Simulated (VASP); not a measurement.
# ZrB (I4mm) in VASP: notebook

Runs on ZrB. Level: PBEsol. Tasks: single point.

Everything below comes from runs of VASP 6.6.1. Logs are shortened: lines on timing, memory, paths and dates and some standing lists are left out, and cuts for length are marked.

## (1) The cell of the first run

It takes space group I4mm (No. 107, tetragonal). Conventional cell: a = 3.288 Å, b = 3.288 Å, c = 4.650 Å, α = 90.00°, β = 90.00°, γ = 90.00°. Zr (site symmetry 4mm) has 5 B at 1.83 to 2.38 Å within 2.4 Å. Within 2.4 Å of B (site symmetry 4mm) lie 5 Zr at 1.83 to 2.38 Å.

## (2) Single point, PBEsol

INCAR reads:

```
ALGO = Normal
EDIFF = 1E-6
ENCUT = 520
GGA = PS
ISIF = 2
ISMEAR = 0
LASPH = True
LCHARG = True
LELF = True
LREAL = False
LVHAR = True
LWAVE = False
NBANDS = 14
NELM = 60
PREC = Accurate
SIGMA = 0.15
```

KPOINTS reads:

```
k-points
0
Gamma
  18 18 18
```

POSCAR reads:

```
ZrB
1.0
    0.0000000000      2.3250000000      2.3250000000
    2.3250000000      0.0000000000      2.3250000000
    2.3250000000      2.3250000000      0.0000000000
Zr B
1 1
Direct
    0.0000000000      0.0000000000      0.0000000000
    0.6075268817      0.6075268817      0.3924731183
```

Potentials or basis: VASP PAW PBE potentials, release 64 (Zr_sv, B).

Command:

```console
cat potpaw_PBE.64/Zr_sv/POTCAR potpaw_PBE.64/B/POTCAR > POTCAR
mpirun -np 1 vasp_std > vasp.out
```

OUTCAR:

```text
EDIFF = 1E-6
   ENCUT = 520
   GGA = PS
   ISIF = 2
   ISMEAR = 0
   LASPH = True
   LREAL = False
   NELM = 60
   PREC = Accurate

 ion  position               nearest neighbor table
   1  0.000  0.000  0.000-   2 1.83   2 2.38   2 2.38   2 2.38   2 2.38   2 2.82
   2  0.608  0.608  0.392-   1 1.83   1 2.38   1 2.38   1 2.38   1 2.38   1 2.82

  LATTYP: Found a face centered cubic cell.
 ALAT       =     4.6500000000

  Lattice vectors:

 A1 = (   0.0000000000,   2.3250000000,   2.3250000000)
 A2 = (   2.3250000000,   0.0000000000,   2.3250000000)
 A3 = (   2.3250000000,   2.3250000000,   0.0000000000)

Analysis of symmetry for initial positions (statically):
=====================================================================
 Subroutine PRICEL returns:
 Original cell was already a primitive cell.

 Routine SETGRP: Setting up the symmetry group for a
 face centered cubic supercell.

 Subroutine GETGRP returns: Found  8 space group operations
 (whereof  8 operations were pure point group operations)
 out of a pool of 48 trial point group operations.

The static configuration has the point symmetry C_4v.

Analysis of symmetry for dynamics (positions and initial velocities):
=====================================================================
 Subroutine PRICEL returns:
 Original cell was already a primitive cell.

 Routine SETGRP: Setting up the symmetry group for a
 face centered cubic supercell.

 Subroutine GETGRP returns: Found  8 space group operations
 (whereof  8 operations were pure point group operations)
 out of a pool of 48 trial point group operations.

The dynamic configuration has the point symmetry C_4v.

 Subroutine INISYM returns: Found  8 space group operations
 (whereof  8 operations are pure point group operations),
 and found     1 'primitive' translations

----------------------------------------------------------------------------------------

                                     Primitive cell

  volume of cell :      25.1362

  direct lattice vectors                    reciprocal lattice vectors
     0.000000000  2.325000000  2.325000000    -0.215053763  0.215053763  0.215053763
     2.325000000  0.000000000  2.325000000     0.215053763 -0.215053763  0.215053763
     2.325000000  2.325000000  0.000000000     0.215053763  0.215053763 -0.215053763

  length of vectors
     3.288046533  3.288046533  3.288046533     0.372484045  0.372484045  0.372484045

  position of ions in fractional coordinates (direct lattice)
     0.000000000  0.000000000  0.000000000
     0.607526882  0.607526882  0.392473118

  ion indices of the primitive-cell ions
   primitive index   ion index
                 1           1
                 2           2

----------------------------------------------------------------------------------------

 KPOINTS: k-points

Automatic generation of k-mesh.
 Grid dimensions read from file:
 generate k-points for:   18   18   18

 Generating k-lattice:

  Cartesian coordinates                     Fractional coordinates (reciprocal lattice)
    -0.011947431  0.011947431  0.011947431     0.055555556  0.000000000  0.000000000
     0.011947431 -0.011947431  0.011947431     0.000000000  0.055555556  0.000000000
     0.011947431  0.011947431 -0.011947431     0.000000000  0.000000000  0.055555556

  Length of vectors
     0.020693558  0.020693558  0.020693558

  Shift w.r.t. Gamma in fractional coordinates (k-lattice)
     0.000000000  0.000000000  0.000000000

 Subroutine IBZKPT returns following result:
 ===========================================

 Found    480 irreducible k-points:

 Following reciprocal coordinates:
            Coordinates               Weight
  0.000000  0.000000  0.000000      1.000000
  0.055556  0.000000  0.000000      8.000000
  0.111111  0.000000  0.000000      8.000000
  0.166667  0.000000  0.000000      8.000000
  0.222222  0.000000  0.000000      8.000000
  0.277778  0.000000  0.000000      8.000000
[... 16 lines left out ...]
  0.388889  0.055556  0.000000      8.000000
  0.000000  0.388889  0.055556     16.000000
 [... further k-points ...]
   k-points           NKPTS =    480   k-points in BZ     NKDIM =    480   number of bands    NBANDS=     14
   number of dos      NEDOS =    301   number of ions     NIONS =      2
   total plane-waves  NPLWV =  13824
   dimension x,y,z NGX =    24 NGY =   24 NGZ =   24
   dimension x,y,z NGXF=    48 NGYF=   48 NGZF=   48
   ions per type =               1   1
   NGX,Y,Z   is equivalent  to a cutoff of  12.13, 12.13, 12.13 a.u.
   NGXF,Y,Z  is equivalent  to a cutoff of  24.27, 24.27, 24.27 a.u.
 SYSTEM =  unknown system
   PREC   = accura    normal or accurate (medium, high low for compatibility)
   ISTART =      0    job   : 0-new  1-cont  2-samecut
   ICHARG =      2    charge: 1-file 2-atom 10-const
   ISPIN  =      1    spin polarized calculation?
   LNONCOLLINEAR =      F non collinear calculations
   LSORBIT =      F    spin-orbit coupling
   LASPH  =      T    aspherical Exc in radial PAW
   ENCUT  =  520.0 eV  38.22 Ry    6.18 a.u.   6.11  6.11  6.11*2*pi/ulx,y,z
   NELM   =     60;   NELMIN=  2; NELMDL= -5     # of ELM steps
   EDIFF  = 0.1E-05   stopping-criterion for ELM
   LREAL  =      F    real-space projection
   EDIFFG = 0.1E-04   stopping-criterion for IOM
   NSW    =      0    number of steps for IOM
   IBRION =     -1    ionic relax: 0-MD 1-quasi-New 2-CG
   NFREE  =      0    steps in history (QN), initial steepest desc. (CG)
   ISIF   =      2    stress and relaxation
   ISYM   =      2    0-nonsym 1-usesym 2-fastsym
   POTIM  = 0.5000    time-step for ionic-motion
   TEBEG  =    0.0;   TEEND  =   0.0 temperature during run
   PSTRESS=    0.0 pullay stress
   NELECT =      15.0000    total number of electrons
   NUPDOWN=      -1.0000    fix difference up-down
   EMIN   =  10.00;   EMAX   =-10.00  energy-range for DOS
   EFERMI =   0.00;   METHOD = LEGACY
   ISMEAR =     0;   SIGMA  =   0.15  broadening in eV -4-tet -1-fermi 0-gaus
   EFERMI_NEDOS =   21; number of points for ismear=-14 and -15
   IALGO  =     38    algorithm
   IMIX   =      4    mixing-type and parameters
     AMIX     =   0.40;   BMIX     =  1.00
     AMIX_MAG =   1.60;   BMIX_MAG =  1.00
  volume/ion in A,a.u.               =      12.57        84.81
  Fermi-wavevector in a.u.,A,eV,Ry     =   1.378285  2.604581 25.846565  1.899669
  Thomas-Fermi vector in A             =   2.503360
   LORBIT       =      0    0 simple, 1 ext, 2 COOP (PROOUT), +10 PAW based schemes
   GGA     = PS    functional components
   LHFCALC =     F    Hartree Fock is set to
   AEXX    =    0.0000 exact exchange contribution
   IVDW    =     0    specifies the selected vdW correction
   LEPSILON=     F    determine dielectric tensor
   LRPA    =     F    only Hartree local field effects (RPA)
 non-spin polarized calculation
 Gauss-broadening in eV      SIGMA  =   0.15
  energy-cutoff  :      520.00
  volume of cell :       25.14
 maximum number of plane-waves:       700
   NGX = 13   NGY = 13   NGZ = 13

 number of electron      15.0000000 magnetization

 Free energy of the ion-electron system (eV)
  ---------------------------------------------------
  ext. energy  EPLUGINS =         0.00000000
  ---------------------------------------------------
  free energy    TOTEN  =       -14.87906546 eV

  energy without entropy =      -14.86779372  energy(sigma->0) =      -14.87342959

 E-fermi :   9.0500     XC(G=0): -12.2497

 val. band max:        9.0465179991   @ k =   0.2222   0.1667   0.0556
 cond. band min:       9.0526043121   @ k =   0.5000   0.4444   0.0556
 fundamental gap:      0.0060863130
 Fermi energy:         9.0499806155

 k-point     1 :       0.0000    0.0000    0.0000
  band No.  band energies     occupation
      1     -37.8874      2.00000
      2     -16.0380      2.00000
      3     -15.5616      2.00000
      4     -15.5616      2.00000
      5       0.8435      2.00000
      6       8.7560      1.99443
      7       8.7560      1.99443
      8       9.6188      0.00000
      9      10.9140      0.00000
     10      12.7001      0.00000
     11      15.3012      0.00000
     12      15.3012      0.00000
     13      17.4613      0.00000
     14      19.5046      0.00000

 k-point     2 :       0.0556    0.0000    0.0000
  band No.  band energies     occupation
      1     -37.8838      2.00000
      2     -16.0515      2.00000
      3     -15.5833      2.00000
      4     -15.5653      2.00000
      5       0.9293      2.00000
      6       8.6353      1.99991
      7       8.7584      1.99402
      8       9.6320      0.00000
      9      10.9153      0.00000
     10      12.5159      0.00000
     11      15.0853      0.00000
     12      15.6430      0.00000
     13      17.7910      0.00000
     14      19.7218      0.00000

 k-point     3 :       0.1111    0.0000    0.0000
  band No.  band energies     occupation
      1     -37.8732      2.00000
      2     -16.0945      2.00000
      3     -15.6406      2.00000
      4     -15.5757      2.00000
      5       1.1790      2.00000
      6       8.3269      2.00000
      7       8.7425      1.99625
      8       9.6061      0.00000
      9      10.9593      0.00000
     10      12.2036      0.00000
     11      14.7047      0.00000
     12      16.4425      0.00000
     13      18.5129      0.00000
     14      20.3355      0.00000
[... 324 lines left out ...]
 k-point    23 :       0.3889    0.0556    0.0000
  band No.  band energies     occupation
      1     -37.7820      2.00000
      2     -16.6494      2.00000
      3     -15.8762      2.00000
      4     -15.6803      2.00000
      5       3.6613      2.00000
      6       6.3265      2.00000
      7       7.9206      2.00000
      8       8.0364      2.00000
      9      12.7897      0.00000
     10      13.9972      0.00000
     11      15.1382      0.00000
     12      18.5309      0.00000
     13      19.3201      0.00000
     14      23.1137      0.00000

 k-point    24 :       0.0000    0.3889    0.0556
  band No.  band energies     occupation
      1     -37.7823      2.00000
      2     -16.6153      2.00000
      3     -15.9157      2.00000
      4     -15.6710      2.00000
      5       3.6269      2.00000
      6       6.2994      2.00000
      7       7.7251      2.00000
      8       8.3620      2.00000
      9      12.7696      0.00000
     10      13.6060      0.00000
     11      15.0039      0.00000
     12      19.0733      0.00000
     13      20.1140      0.00000
     14      22.0972      0.00000

 [... further k-points ...]

------------------------ aborting loop because EDIFF is reached ----------------------------------------

  FORCE on cell =-STRESS in cart. coord.  units (eV):
  Direction    XX          YY          ZZ          XY          YZ          ZX
  --------------------------------------------------------------------------------------
  -------------------------------------------------------------------------------------
  Total        3.6828542      3.6828542     13.5210917      0.0000000      0.0000000      0.0000000
  in kB      234.7449405    234.7449405    861.8337015      0.0000000      0.0000000      0.0000000
  external PRESSURE =     443.7745275 kB  Pullay stress =       0.0000000 kB

 VOLUME and BASIS-vectors are now :
 -----------------------------------------------------------------------------
  energy-cutoff  :      520.00
  volume of cell :       25.14
      direct lattice vectors                 reciprocal lattice vectors
     0.000000000  2.325000000  2.325000000    -0.215053763  0.215053763  0.215053763
     2.325000000  0.000000000  2.325000000     0.215053763 -0.215053763  0.215053763
     2.325000000  2.325000000  0.000000000     0.215053763  0.215053763 -0.215053763

 POSITION                                       TOTAL-FORCE (eV/Angst)
 -----------------------------------------------------------------------------------
      0.00000      0.00000      0.00000         0.000000      0.000000      8.480582
      2.32500      2.32500      2.82500         0.000000      0.000000     -8.480582
 -----------------------------------------------------------------------------------
    total drift:                               -0.000001     -0.000001      0.000164

  FREE ENERGIE OF THE ION-ELECTRON SYSTEM (eV)
  ---------------------------------------------------
  free  energy   TOTEN  =       -14.8790654550 eV

  energy  without entropy=      -14.8677937200  energy(sigma->0) =      -14.87342959
```

Wall time 41 s (1 thread of Intel Xeon 6975P-C (Granite Rapids), shared host); peak memory 0.28 GiB.

What came out:

```
Free energy            : -14.8791 eV
Pressure               : 44.4 GPa
Largest force          : 8.481 eV/Å
Band gap on the k mesh : zero (an odd number of electrons rules out a gap without spin polarisation)
```

Forces on the atoms (eV/Å):
```
Zr   0.000  0.000  8.481
B    0.000  0.000 -8.481
```

Stress tensor (GPa, compression positive):
```
23.47  0.00  0.00
 0.00 23.47  0.00
 0.00  0.00 86.18
```

Caveat: the cell differs from its parent crystal (all B atoms moved -0.500 Å, as atom 2 towards its neighbour atom 1 (Zr) at 2.325 Å); the cell stands under pressure; the PAW data sets were made with another functional, which shifts forces and pressure a little.

## (3) Single point, PBEsol

INCAR reads:

```
SYSTEM = ZrB
PREC = Accurate
ENCUT = 520
EDIFF = 1E-6
ISMEAR = 0
SIGMA = 0.15
LREAL = .FALSE.
LASPH = .TRUE.
NELM = 60
ALGO = Normal
ISIF = 2
LWAVE = .FALSE.
LCHARG = .FALSE.
GGA = PS
NBANDS = 14
```

KPOINTS reads:

```
Automatic mesh
0
G
  18 18 18
  0 0 0
```

Changes to POSCAR since step 2:

```diff
@@ -9,2 +9,2 @@
     0.0000000000      0.0000000000      0.0000000000
-    0.6075268817      0.6075268817      0.3924731183
+    0.4193548387      0.4193548387      0.5806451613
```

Potentials or basis: VASP PAW PBE potentials, release 64 (Zr_sv, B).

Command:

```console
cat potpaw_PBE.64/Zr_sv/POTCAR potpaw_PBE.64/B/POTCAR > POTCAR
mpirun -np 1 vasp_std > vasp.out
```

It took 37 s on 1 thread of Intel Xeon 6975P-C (Granite Rapids), shared host; peak memory 0.28 GiB.

It converged, with:

| Property | Result |
| --- | --- |
| Free energy | -15.7356 eV |
| Pressure | 38.0 GPa |
| Largest force | 5.434 eV/Å |
| Band gap on the k mesh | zero (an odd number of electrons rules out a gap without spin polarisation) |

Forces in eV/Å, atoms in the order of the input:
```
Zr   0.000  0.000 -5.434
B    0.000  0.000  5.434
```

Stress tensor (GPa, compression positive):
```
25.77  0.00  0.00
 0.00 25.77  0.00
 0.00  0.00 62.53
```

Levels at points of the mesh, in eV from the Fermi level:
| k point | band 5 | band 6 | band 7 | band 8 | band 9 | band 10 |
| --- | --- | --- | --- | --- | --- | --- |
| (0.00, 0.00, 0.00) | -8.29 | 0.38 | 0.38 | 1.14 | 1.85 | 3.65 |
| (0.50, 0.00, 0.00) | -4.53 | -3.42 | -1.46 | -1.28 | 5.21 | 5.66 |
| (0.50, 0.50, 0.00) | -6.33 | -1.28 | 0.12 | 2.44 | 2.44 | 5.52 |
| (0.00, 0.50, 0.50) | -6.36 | -2.33 | -0.43 | 2.03 | 3.82 | 6.28 |

Caveat: the cell differs from its parent crystal (all B atoms moved +0.375 Å, as atom 2 towards its neighbour atom 1 (Zr) at 2.325 Å); the cell stands under pressure; the PAW data sets were made with another functional, which shifts forces and pressure a little.

(Part 1 of 2 ends here.)
